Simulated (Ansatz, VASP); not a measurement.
**BN: VASP beside Ansatz**

Contents of INCAR:

```
  PREC = Accurate
  ENCUT = 520
  EDIFF = 1E-6
  ISMEAR = -1
  SIGMA = 0.03
  LREAL = F
  LASPH = T
  NELM = 80
  ALGO = Normal
  ISIF = 2
  LWAVE = F
  LCHARG = T
  GGA = PS
  LELF = T
  LVHAR = T
  NBANDS = 11
```

Contents of KPOINTS:

```
Automatic mesh
0
Gamma
  13 13 13
```

Contents of POSCAR:

```
BN
1.0
    0.0000000000      1.8436500000      1.8075000000
    1.8436500000      0.0000000000      1.8075000000
    1.8436500000      1.8436500000      0.0000000000
B N
1 1
Direct
    0.0000000000      0.0000000000      0.0000000000
    0.7500000000      0.7500000000      0.7500000000
```

Input for Ansatz:

```yaml
crystal:
  lattice:
    - [0.0, 1.84365, 1.8075]
    - [1.84365, 0.0, 1.8075]
    - [1.84365, 1.84365, 0.0]
  atoms:
    - { symbol: B, position: [0.0, 0.0, 0.0] }
    - { symbol: "N", position: [0.75, 0.75, 0.75] }
kpoints:
  mp_grid: { grid: [13, 13, 13] }
  band_path:
    path:
      - [0.0, 0.0, 0.0]
      - [0.0, 0.5, 0.5]
      - [0.25, 0.75, 0.5]
      - [0.0, 0.5, 0.0]
      - [0.0, 0.0, 0.0]
      - [0.5, 0.5, 0.0]
      - [0.38005, 0.61995, 0.0]
      - [-0.38005, 0.38005, 0.0]
      - [0.0, 0.0, 0.0]
    npoints: 5
scf:
  occupations: { method: fermi_dirac, width: 0.03 }
hamiltonian:
  xc: pbesol
  pseudopotentials: { kind: all_electron, lapw: { basis_error: 0.001 } }
output:
  forces: true
  stress: true
  eigenvalues: true
```

Change from the starting cell: equal xx and yy strain of +2 %.

Alike in both runs: task single point; functional PBEsol; k mesh 13 × 13 × 13; occupations fermi-dirac, width 0.03 eV; no spin polarisation.

```csv
,VASP,Ansatz
version,VASP 6.6.1,Ansatz 0.2.0
potentials or method,"VASP PAW PBE potentials, release 64 (B, N), cutoff 520 eV","all-electron LAPW, scalar-relativistic"
```

|  | VASP | Ansatz | Ansatz less VASP |
| --- | --- | --- | --- |
| gap on the k mesh at the Fermi level (eV) | 3.97 | 3.98 | +0.007 |
| pressure (GPa) | -16.3 | -16.7 | -0.44 |
| traceless stress, the component that is largest in VASP (GPa) | 7.50 | 7.51 | +0.011 |

VASP's potentials were made for PBE, not for PBEsol. Ansatz ran all-electron here, and VASP with PAW potentials.
